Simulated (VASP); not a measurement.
# Si11RuO24 (a cell with a defect) in VASP: a series of runs, part 2 of 2

VASP 6.6.1. The steps go on from the part before.

### Step 3. Single point, PBE, collinear spin, ferromagnetic start

File INCAR:

```
PREC = Accurate
ENCUT = 520
EDIFF = 1E-6
ISMEAR = 0
SIGMA = 0.01
LREAL = Auto
LASPH = T
NELM = 200
ALGO = Normal
ISIF = 2
LWAVE = F
LCHARG = F
ISPIN = 2
MAGMOM = 0 0 0 0 0 0 0 0 0 0 0 0 0 0 0 0 0.03 0.04 0 0 0 0 0 0 0 0 0.02 0 0 0 0 0.03 0 0 0 0.59
LORBIT = 11
NUPDOWN = 1.0
LMAXMIX = 4
GGA = PE
NELECT = 203.0
NBANDS = 129
GGA_COMPAT = F
```

File KPOINTS:

```
Automatic mesh
0
Gamma
  1 1 1
  0.25 0.25 0.25
```

File POSCAR:

```
Si11RuO24
1.0
   -2.5104095144      4.3481568267      5.5092742089
    5.0208190287      0.0000000000      5.5092742089
    5.0208190287      8.6963136534      0.0000000000
Si O Ru
11 24 1
Direct
    0.4057585579      0.9133924906      0.0426364263
    0.8855681487      0.4346396591      0.2695430512
   -0.0018984304     -0.0026400734      0.2653612124
    0.5043007104      0.4904407216      0.0122472757
    0.0812050153      0.5685562351      0.4473901681
    0.5952245257      0.0590576890      0.2076704970
    0.4155842144      0.9416094492      0.5464827989
    0.9102121943      0.4270385781      0.7818574459
    0.0060676196      0.0001782956      0.7625177033
    0.1100877651      0.5671862341      0.9383969027
    0.5954097967      0.0919014358      0.7147275460
    0.0179582736      0.5043830205      0.3332697590
    0.5636820092      0.9577845348      0.0993454470
    0.0511820949      0.8085301997      0.3968832009
    0.5570440196      0.2946090815      0.1390574067
    0.1851054577      0.0134507357      0.1224726647
    0.6547201554      0.5283056943      0.3164600511
    0.3040818637      0.4578248393      0.4454723400
    0.8219032001      0.9742328606      0.2153473165
    0.4274479117      0.6792893273      0.0797274145
    0.9357798104      0.1940089217      0.3211727436
    0.4468751411      0.0073183042      0.3684901561
    0.9517585133      0.5043240050      0.0911368053
    0.0795187912      0.4845802080      0.8187092536
    0.5538410241      1.0404886764      0.5838283680
    0.0755364125      0.8052191042      0.8862080635
    0.5682190522      0.3233766801      0.6896384907
    0.1828152798      0.0310533942      0.6150012421
    0.6969005112      0.5193548389      0.8771281747
    0.3299229372      0.4698646067      0.9594323269
    0.8199856465      0.9748423982      0.7261765751
    0.4714703766      0.7073780586      0.6140573865
    0.9444934556      0.1887319547      0.8298301829
    0.4423391269      0.0054862810      0.8674976274
    0.9276776072      0.5172366245      0.6087189125
    0.4926463195      0.5125814210      0.5150809088
```

Potentials or basis: VASP PAW PBE potentials, release 64 (Si, O, Ru_pv).

Command:

```bash
$ cat potpaw_PBE.64/Si/POTCAR potpaw_PBE.64/O/POTCAR potpaw_PBE.64/Ru_pv/POTCAR > POTCAR
$ mpirun -np 1 vasp_std > vasp.out
```

Run time: 5.6 min. Hardware: 1 thread of Oxide Virtual Turin-like, shared host; peak memory 0.72 GiB.

It converged, with:

* Free energy: -276.0473 eV
* Largest force: 0.087 eV/Å
* Net moment: 1.00 μB per cell
* Site moments: Si -0.00, +0.00 (each value once); O +0.00, +0.03, +0.04, -0.00, +0.02 (each value once); Ru +0.73 μB
* Valence electrons inside the program's atomic spheres: Si 1.63, 1.64, 1.62 (each value once); O 5.25, 5.24, 5.23, 5.11, 5.10 (each value once); Ru 12.46

Forces on the atoms (eV/Å):
```
Si  -0.009 -0.024 -0.006
Si  -0.052  0.027  0.037
Si  -0.016  0.024  0.000
Si   0.000 -0.005  0.007
Si   0.028 -0.019 -0.023
Si  -0.016 -0.007 -0.002
Si   0.058 -0.041  0.051
Si   0.015  0.003 -0.002
Si   0.014  0.013 -0.010
Si  -0.029 -0.018  0.005
Si  -0.062  0.012 -0.058
O    0.008 -0.013 -0.015
O    0.015  0.004  0.000
O   -0.001 -0.017 -0.001
O   -0.015  0.002 -0.013
O    0.003  0.017 -0.012
O    0.041 -0.030 -0.017
O   -0.039  0.046  0.015
O    0.016  0.000  0.000
O    0.002 -0.016  0.005
O    0.017 -0.018  0.016
O   -0.008  0.009  0.010
O    0.003  0.022  0.000
O    0.010 -0.002 -0.008
O   -0.002 -0.004 -0.019
O   -0.001 -0.006  0.000
O    0.048  0.000  0.055
O   -0.017  0.012  0.010
O    0.000  0.011 -0.017
O    0.015  0.015  0.006
O    0.018 -0.007 -0.003
O   -0.044  0.035 -0.037
O    0.002 -0.010  0.005
O   -0.005  0.005  0.007
O   -0.019 -0.012  0.026
Ru   0.022 -0.009 -0.011
```

Caveat: the k points lie up to 0.92 Å⁻¹ apart, too coarse for converged energies, forces and pressures; the cell carries a net charge on a neutralising background, which shifts energy and pressure; the total moment is fixed, so each spin has its own Fermi level and the state may be an excited one.

### Step 4. Single point, PBE, collinear spin, ferromagnetic start

File INCAR:

```
SYSTEM = Si11RuO24
  PREC = Accurate
  ENCUT = 520
  EDIFF = 1E-6
  ISMEAR = 0
  SIGMA = 0.01
  LREAL = Auto
  LASPH = .True.
  NELM = 200
  ALGO = Normal
  ISIF = 2
  LWAVE = .False.
  LCHARG = .False.
  ISPIN = 2
  MAGMOM = 0 0 0 0 0 0 0 0 0 0 0 0 0 0 0 0 0.13 0.13 0 0 0 0 0 0 0 0 0.12 0 0 0 0 0.13 0 0 0 1.75
  LORBIT = 11
  NUPDOWN = 3.0
  LMAXMIX = 4
  GGA = PE
  NELECT = 203.0
  NBANDS = 129
  GGA_COMPAT = .False.
```

KPOINTS is that of step 3.

File POSCAR:

```
Si11RuO24
1.0
   -2.5104095144      4.3481568267      5.5092742089
    5.0208190287      0.0000000000      5.5092742089
    5.0208190287      8.6963136534      0.0000000000
Si O Ru
11 24 1
Direct
    0.4065568715      0.9065888793      0.0479513571
    0.8839473269      0.4357461999      0.2722344324
   -0.0016907353     -0.0048201637      0.2677084973
    0.5038410052      0.4935420089      0.0116257424
    0.0904285980      0.5595545644      0.4459286890
    0.5960434501      0.0598628761      0.2071599362
    0.4297528615      0.9348792604      0.5409925435
    0.9134128725      0.4348569744      0.7786288770
    0.0051715205      0.0062809548      0.7636804793
    0.0986404347      0.5778444435      0.9424703717
    0.5756730815      0.0983873249      0.7200932696
    0.0320465438      0.4940529439      0.3297513853
    0.5645242692      0.9605283370      0.0978204473
    0.0646038567      0.8001534157      0.3922853000
    0.5619888597      0.2940588331      0.1333111168
    0.1857577241      0.0134698476      0.1240679320
    0.6613793156      0.5599741966      0.3155819551
    0.3072982430      0.4311087275      0.4568975190
    0.8209531017      0.9705815724      0.2194810600
    0.4335014042      0.6708831605      0.0910957383
    0.9238993548      0.1937544117      0.3246979266
    0.4399314478      0.0214939814      0.3656464138
    0.9497782256      0.4932392050      0.0934877382
    0.0694719933      0.5102891159      0.8150045589
    0.5540638109      1.0418053056      0.5841609107
    0.0434023910      0.8166560586      0.9004726407
    0.4805688661      0.3273806730      0.7117936208
    0.1955157520     -0.0111977907      0.6249985698
    0.6933798636      0.5173221821      0.8720818128
    0.3215827427      0.4918624873      0.9583968871
    0.8093503538      1.0223211922      0.7184737760
    0.5382504826      0.7055808151      0.5784606191
    0.9697321928      0.1959694181      0.8235769524
    0.4486416673     -0.0232330114      0.8716350596
    0.9306350718      0.5158022876      0.6051492145
    0.4937616592      0.5071800614      0.5154954652
```

Command:

```bash
$ cat potpaw_PBE.64/Si/POTCAR potpaw_PBE.64/O/POTCAR potpaw_PBE.64/Ru_pv/POTCAR > POTCAR
$ mpirun -np 1 vasp_std > vasp.out
```

Wall time 5.1 min (1 thread of Oxide Virtual Turin-like, shared host); peak memory 0.72 GiB.

The run converged. Its results:

| Quantity | Value |
| --- | --- |
| Free energy | -276.2077 eV |
| Largest force | 0.073 eV/Å |
| Net moment | 3.00 μB per cell |
| Site moments | Si +0.00, -0.00 (each value once); O +0.00, -0.00, +0.12, +0.13 (each value once); Ru +2.17 μB |
| Valence electrons inside the program's atomic spheres | Si 1.64, 1.62, 1.61, 1.63 (each value once); O 5.24, 5.25, 5.22, 5.23, 5.10, 5.11 (each value once); Ru 12.41 |

Forces on the atoms (eV/Å):
```
Si   0.004 -0.001 -0.003
Si  -0.050  0.006  0.017
Si  -0.002  0.000  0.001
Si  -0.003  0.010 -0.012
Si   0.029 -0.038 -0.014
Si  -0.019 -0.017  0.009
Si   0.048 -0.048  0.021
Si   0.022 -0.001 -0.002
Si   0.003  0.013  0.000
Si  -0.019  0.007  0.010
Si  -0.059  0.011 -0.019
O    0.011 -0.005 -0.004
O    0.012 -0.004 -0.011
O   -0.016  0.004 -0.015
O   -0.010 -0.004 -0.015
O   -0.003  0.017 -0.009
O    0.065 -0.005 -0.034
O   -0.034  0.049  0.033
O    0.013  0.008  0.004
O    0.001 -0.012  0.006
O    0.008 -0.007  0.012
O    0.004  0.011 -0.002
O    0.004  0.017 -0.006
O    0.011 -0.017 -0.003
O    0.001  0.000 -0.007
O   -0.011  0.000  0.000
O    0.047 -0.008  0.033
O   -0.014  0.015  0.009
O   -0.010  0.014  0.002
O    0.017  0.011  0.003
O    0.025  0.001 -0.001
O   -0.053  0.019 -0.037
O   -0.001 -0.011  0.004
O   -0.013  0.006  0.014
O   -0.022 -0.011  0.013
Ru   0.014 -0.028  0.004
```

Caveat: the k points lie up to 0.92 Å⁻¹ apart, too coarse for converged energies, forces and pressures; the cell carries a net charge on a neutralising background, which shifts energy and pressure; the total moment is fixed, so each spin has its own Fermi level and the state may be an excited one.
